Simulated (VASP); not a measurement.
## Cu: single point with PBE

The system is Cu.

```
Cu
1.0
     2.18712    0.00000    0.00000
     0.00000    2.18712    0.00000
     0.00000    0.00000    2.18712
Cu
1
Cartesian
  0.0000 0.0000 0.0000
```

* Program: VASP 6.6.1
* Task: single point
* Functional: PBE
* Potentials or basis: VASP PAW PBE potentials, release 64 (Cu)
* Cutoff: 520 eV
* k mesh: 18 × 18 × 18
* Occupations: fermi-dirac, width 0.05 eV
* Spin: no spin polarisation

```
Pressure : 60.3 GPa
```

Levels at points of the mesh, in eV from the Fermi level:
| k point | band 1 | band 2 | band 3 | band 4 | band 5 | band 6 | band 7 | band 8 | band 9 | band 10 |
| --- | --- | --- | --- | --- | --- | --- | --- | --- | --- | --- |
| (0.00, 0.00, 0.00) | -10.10 | -5.23 | -5.23 | -1.45 | -1.45 | -1.45 | 20.82 | 20.82 | 20.82 | 24.79 |
| (0.50, 0.00, 0.00) | -5.51 | -4.73 | -2.65 | -2.65 | -2.38 | -1.35 | 3.16 | 25.99 | 28.74 | 29.23 |
| (0.50, 0.50, 0.00) | -5.93 | -4.30 | -2.41 | -2.41 | -0.63 | 4.78 | 4.78 | 11.40 | 12.07 | 33.59 |
| (0.50, 0.50, 0.50) | -4.84 | -4.84 | -4.84 | -0.57 | -0.57 | 12.38 | 12.38 | 12.38 | 14.07 | 17.87 |

Run time: 6.8 s on 1 thread of Intel(R) Xeon(R) Platinum 8488C (Sapphire Rapids) (shared host), peak memory 0.13 GiB.
